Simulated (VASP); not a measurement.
# KF (Pm-3m) in VASP: single point with PBE

Aim: the single point of KF with PBE.

Everything below comes from runs of VASP 6.6.1. Logs are shortened: lines on timing, memory, paths and dates and some standing lists are left out, and cuts for length are marked.

## 1. The cell of the first run

Symmetry: Pm-3m, No. 221, cubic system. Conventional cell: a = 3.368 Å, b = 3.368 Å, c = 3.368 Å, α = 90.00°, β = 90.00°, γ = 90.00°. Within 3.8 Å of K (site symmetry m-3m) lie 8 F at 2.92 Å and 6 K at 3.37 Å. Within 3.8 Å of F (site symmetry m-3m) lie 8 K at 2.92 Å and 6 F at 3.37 Å.

## 2. Single point, PBE

INCAR reads:

```
PREC     = Accurate       # precision mode
ENCUT    = 520            # plane-wave cutoff, eV
EDIFF    = 1E-6           # SCF threshold, eV
ISMEAR   = 0              # smearing method
SIGMA    = 0.05           # smearing width, eV
LREAL    = F              # projectors in reciprocal space
LASPH    = T              # aspherical terms in the spheres
NELM     = 80             # most SCF steps
ALGO     = Normal         # electronic algorithm
ISIF     = 2              # what is computed and relaxed
LWAVE    = F              # write WAVECAR
LCHARG   = T              # write CHGCAR
GGA      = PE             # functional
LELF     = T              # ELF
LVHAR    = T            
NBANDS   = 15             # bands
```

KPOINTS reads:

```
regular mesh
0
Gamma
  8 8 8
```

POSCAR reads:

```
KF
1.0
   -1.1227996423      2.2455992846      2.2455992846
    2.2455992846     -1.1227996423      2.2455992846
    2.2455992846      2.2455992846     -1.1227996423
K F
1 1
Direct
    0.0000000000      0.0000000000      0.0000000000
    0.5000000000      0.5000000000      0.5000000000
```

Potentials or basis: VASP PAW PBE potentials, release 64 (K_sv, F).

The run is started by

```sh
$ cat potpaw_PBE.64/K_sv/POTCAR potpaw_PBE.64/F/POTCAR > POTCAR
$ mpirun -np 1 vasp_std > vasp.out
```

OUTCAR:

```text
PREC = Accurate
   ENCUT = 520
   EDIFF = 1E-6
   ISMEAR = 0
   LREAL = F
   LASPH = T
   NELM = 80
   ISIF = 2
   GGA = PE

 ion  position               nearest neighbor table
   1  0.000  0.000  0.000-
   2  0.500  0.500  0.500-

  LATTYP: Found a simple cubic cell.
 ALAT       =     3.3683989269

  Lattice vectors:

 A1 = (  -1.1227996423,   2.2455992846,   2.2455992846)
 A2 = (   2.2455992846,  -1.1227996423,   2.2455992846)
 A3 = (   2.2455992846,   2.2455992846,  -1.1227996423)

Analysis of symmetry for initial positions (statically):
=====================================================================
 Subroutine PRICEL returns:
 Original cell was already a primitive cell.

 Routine SETGRP: Setting up the symmetry group for a
 simple cubic supercell.

 Subroutine GETGRP returns: Found 48 space group operations
 (whereof 48 operations were pure point group operations)
 out of a pool of 48 trial point group operations.

The static configuration has the point symmetry O_h .

Analysis of symmetry for dynamics (positions and initial velocities):
=====================================================================
 Subroutine PRICEL returns:
 Original cell was already a primitive cell.

 Routine SETGRP: Setting up the symmetry group for a
 simple cubic supercell.

 Subroutine GETGRP returns: Found 48 space group operations
 (whereof 48 operations were pure point group operations)
 out of a pool of 48 trial point group operations.

The dynamic configuration has the point symmetry O_h .

 Subroutine INISYM returns: Found 48 space group operations
 (whereof 48 operations are pure point group operations),
 and found     1 'primitive' translations

----------------------------------------------------------------------------------------

                                     Primitive cell

  volume of cell :      38.2182

  direct lattice vectors                    reciprocal lattice vectors
    -1.122799642  2.245599285  2.245599285    -0.098958983  0.197917967  0.197917967
     2.245599285 -1.122799642  2.245599285     0.197917967 -0.098958983  0.197917967
     2.245599285  2.245599285 -1.122799642     0.197917967  0.197917967 -0.098958983

  length of vectors
     3.368398927  3.368398927  3.368398927     0.296876950  0.296876950  0.296876950

  position of ions in fractional coordinates (direct lattice)
     0.000000000  0.000000000  0.000000000
     0.500000000  0.500000000  0.500000000

  ion indices of the primitive-cell ions
   primitive index   ion index
                 1           1
                 2           2

----------------------------------------------------------------------------------------

 KPOINTS: regular mesh

Automatic generation of k-mesh.
 Grid dimensions read from file:
 generate k-points for:    8    8    8

 Generating k-lattice:

  Cartesian coordinates                     Fractional coordinates (reciprocal lattice)
    -0.012369873  0.024739746  0.024739746     0.125000000  0.000000000  0.000000000
     0.024739746 -0.012369873  0.024739746     0.000000000  0.125000000  0.000000000
     0.024739746  0.024739746 -0.012369873     0.000000000  0.000000000  0.125000000

  Length of vectors
     0.037109619  0.037109619  0.037109619

  Shift w.r.t. Gamma in fractional coordinates (k-lattice)
     0.000000000  0.000000000  0.000000000

 Subroutine IBZKPT returns following result:
 ===========================================

 Found     35 irreducible k-points:

 Following reciprocal coordinates:
            Coordinates               Weight
  0.000000  0.000000  0.000000      1.000000
  0.125000  0.000000  0.000000      6.000000
  0.250000  0.000000  0.000000      6.000000
  0.375000  0.000000  0.000000      6.000000
  0.500000  0.000000  0.000000      3.000000
  0.125000  0.125000  0.000000     12.000000
[... 16 lines left out ...]
  0.375000  0.375000  0.125000     24.000000
  0.500000  0.375000  0.125000     24.000000
 [... further k-points ...]
   k-points           NKPTS =     35   k-points in BZ     NKDIM =     35   number of bands    NBANDS=     15
   number of dos      NEDOS =    301   number of ions     NIONS =      2
   total plane-waves  NPLWV =  21952
   dimension x,y,z NGX =    28 NGY =   28 NGZ =   28
   dimension x,y,z NGXF=    56 NGYF=   56 NGZF=   56
   ions per type =               1   1
   NGX,Y,Z   is equivalent  to a cutoff of  13.82, 13.82, 13.82 a.u.
   NGXF,Y,Z  is equivalent  to a cutoff of  27.64, 27.64, 27.64 a.u.
 SYSTEM =  unknown system
   PREC   = accura    normal or accurate (medium, high low for compatibility)
   ISTART =      0    job   : 0-new  1-cont  2-samecut
   ICHARG =      2    charge: 1-file 2-atom 10-const
   ISPIN  =      1    spin polarized calculation?
   LNONCOLLINEAR =      F non collinear calculations
   LSORBIT =      F    spin-orbit coupling
   LASPH  =      T    aspherical Exc in radial PAW
   ENCUT  =  520.0 eV  38.22 Ry    6.18 a.u.   6.26  6.26  6.26*2*pi/ulx,y,z
   NELM   =     80;   NELMIN=  2; NELMDL= -5     # of ELM steps
   EDIFF  = 0.1E-05   stopping-criterion for ELM
   LREAL  =      F    real-space projection
   EDIFFG = 0.1E-04   stopping-criterion for IOM
   NSW    =      0    number of steps for IOM
   IBRION =     -1    ionic relax: 0-MD 1-quasi-New 2-CG
   NFREE  =      0    steps in history (QN), initial steepest desc. (CG)
   ISIF   =      2    stress and relaxation
   ISYM   =      2    0-nonsym 1-usesym 2-fastsym
   POTIM  = 0.5000    time-step for ionic-motion
   TEBEG  =    0.0;   TEEND  =   0.0 temperature during run
   PSTRESS=    0.0 pullay stress
   NELECT =      16.0000    total number of electrons
   NUPDOWN=      -1.0000    fix difference up-down
   EMIN   =  10.00;   EMAX   =-10.00  energy-range for DOS
   EFERMI =   0.00;   METHOD = LEGACY
   ISMEAR =     0;   SIGMA  =   0.05  broadening in eV -4-tet -1-fermi 0-gaus
   EFERMI_NEDOS =   21; number of points for ismear=-14 and -15
   IALGO  =     38    algorithm
   IMIX   =      4    mixing-type and parameters
     AMIX     =   0.40;   BMIX     =  1.00
     AMIX_MAG =   1.60;   BMIX_MAG =  1.00
  volume/ion in A,a.u.               =      19.11       128.95
  Fermi-wavevector in a.u.,A,eV,Ry     =   1.224686  2.314320 20.406766  1.499855
  Thomas-Fermi vector in A             =   2.359751
   LORBIT       =      0    0 simple, 1 ext, 2 COOP (PROOUT), +10 PAW based schemes
   GGA     = PE    functional components
   LHFCALC =     F    Hartree Fock is set to
   AEXX    =    0.0000 exact exchange contribution
   IVDW    =     0    specifies the selected vdW correction
   LEPSILON=     F    determine dielectric tensor
   LRPA    =     F    only Hartree local field effects (RPA)
 non-spin polarized calculation
 Gauss-broadening in eV      SIGMA  =   0.05
  energy-cutoff  :      520.00
  volume of cell :       38.22
 maximum number of plane-waves:      1064
 NGX is ok and might be reduce to    28
   NGX = 13   NGY = 13   NGZ = 13

 number of electron      15.9999989 magnetization

 Free energy of the ion-electron system (eV)
  ---------------------------------------------------
  ext. energy  EPLUGINS =         0.00000000
  ---------------------------------------------------
  free energy    TOTEN  =        -8.06574622 eV

  energy without entropy =       -8.06574622  energy(sigma->0) =       -8.06574622

 E-fermi :  -2.0667     XC(G=0):  -8.5558

 val. band max:       -2.3173967819   @ k =   0.5000   0.5000   0.0000
 cond. band min:       3.3104296978   @ k =   0.0000   0.0000   0.0000
 fundamental gap:      5.6278264797
 Fermi energy:        -2.0666953974

 k-point     1 :       0.0000    0.0000    0.0000
  band No.  band energies     occupation
      1     -29.5858      2.00000
      2     -21.1345      2.00000
      3     -12.7212      2.00000
      4     -12.7212      2.00000
      5     -12.7212      2.00000
      6      -2.3811      2.00000
      7      -2.3811      2.00000
      8      -2.3811      2.00000
      9       3.3104      0.00000
     10       5.8343      0.00000
     11       5.8343      0.00000
     12      10.8918      0.00000
     13      10.8918      0.00000
     14      10.8918      0.00000
     15      17.1789      0.00000

 k-point     2 :       0.1250    0.0000    0.0000
  band No.  band energies     occupation
      1     -29.5736      2.00000
      2     -21.1348      2.00000
      3     -12.8056      2.00000
      4     -12.7097      2.00000
      5     -12.7097      2.00000
      6      -2.5577      2.00000
      7      -2.3909      2.00000
      8      -2.3909      2.00000
      9       3.6912      0.00000
     10       5.9442      0.00000
     11       6.1268      0.00000
     12      10.6447      0.00000
     13      10.6447      0.00000
     14      10.9337      0.00000
     15      16.1143      0.00000

 k-point     3 :       0.2500    0.0000    0.0000
  band No.  band energies     occupation
      1     -29.5439      2.00000
      2     -21.1369      2.00000
      3     -13.0020      2.00000
      4     -12.6818      2.00000
      5     -12.6818      2.00000
      6      -2.9373      2.00000
      7      -2.4154      2.00000
      8      -2.4154      2.00000
      9       4.6512      0.00000
     10       6.2357      0.00000
     11       6.8409      0.00000
     12      10.1382      0.00000
     13      10.1382      0.00000
     14      11.0380      0.00000
     15      14.6523      0.00000
[... 343 lines left out ...]
 k-point    23 :       0.3750    0.3750    0.1250
  band No.  band energies     occupation
      1     -29.4403      2.00000
      2     -21.0706      2.00000
      3     -13.2107      2.00000
      4     -13.1887      2.00000
      5     -12.6937      2.00000
      6      -2.9646      2.00000
      7      -2.8734      2.00000
      8      -2.4729      2.00000
      9       6.3758      0.00000
     10       6.8590      0.00000
     11       8.8969      0.00000
     12       8.9740      0.00000
     13       9.6516      0.00000
     14       9.9682      0.00000
     15      13.6976      0.00000

 k-point    24 :       0.5000    0.3750    0.1250
  band No.  band energies     occupation
      1     -29.4293      2.00000
      2     -21.0604      2.00000
      3     -13.2888      2.00000
      4     -13.2013      2.00000
      5     -12.6831      2.00000
      6      -2.9930      2.00000
      7      -2.8790      2.00000
      8      -2.4635      2.00000
      9       6.3202      0.00000
     10       6.7932      0.00000
     11       8.7763      0.00000
     12       8.9579      0.00000
     13       9.8369      0.00000
     14      10.9442      0.00000
     15      12.9023      0.00000

 [... further k-points ...]
[... 5 lines left out ...]
  --------------------------------------------------------------------------------------
  -------------------------------------------------------------------------------------
  Total       -0.6273987     -0.6273987     -0.6273987      0.0000000     -0.0000000     -0.0000000
  in kB      -26.3016868    -26.3016868    -26.3016868      0.0000000     -0.0000000     -0.0000000
  external PRESSURE =     -26.3016868 kB  Pullay stress =       0.0000000 kB

 VOLUME and BASIS-vectors are now :
 -----------------------------------------------------------------------------
  energy-cutoff  :      520.00
  volume of cell :       38.22
      direct lattice vectors                 reciprocal lattice vectors
    -1.122799642  2.245599285  2.245599285    -0.098958983  0.197917967  0.197917967
     2.245599285 -1.122799642  2.245599285     0.197917967 -0.098958983  0.197917967
     2.245599285  2.245599285 -1.122799642     0.197917967  0.197917967 -0.098958983

 POSITION                                       TOTAL-FORCE (eV/Angst)
 -----------------------------------------------------------------------------------
      0.00000      0.00000      0.00000         0.000000      0.000000     -0.000000
      1.68420      1.68420      1.68420        -0.000000     -0.000000      0.000000
 -----------------------------------------------------------------------------------
    total drift:                                0.000000      0.000000      0.000000

  FREE ENERGIE OF THE ION-ELECTRON SYSTEM (eV)
  ---------------------------------------------------
  free  energy   TOTEN  =        -8.0657462196 eV

  energy  without entropy=       -8.0657462196  energy(sigma->0) =       -8.06574622
```

Run time: 21 s. Hardware: 1 thread of Intel Xeon Platinum 8488C (Sapphire Rapids), shared host; peak memory 0.16 GiB.

What came out:

```
Free energy            : -8.0657 eV
Pressure               : -2.6 GPa
Band gap on the k mesh : 5.63 eV, indirect (least direct gap 5.69 eV)
```

Levels at points of the mesh, in eV from the valence-band top:
```tsv
k point	band 6	band 7	band 8	band 9	band 10	band 11
(0.00, 0.00, 0.00)	-0.06	-0.06	-0.06	5.63	8.15	8.15
(0.50, 0.00, 0.00)	-1.08	-0.13	-0.13	8.72	9.06	9.96
(0.50, 0.50, 0.00)	-0.58	-0.58	0.00	8.20	8.62	11.44
(0.50, 0.50, 0.50)	-0.87	-0.87	-0.87	9.98	9.98	9.98
```
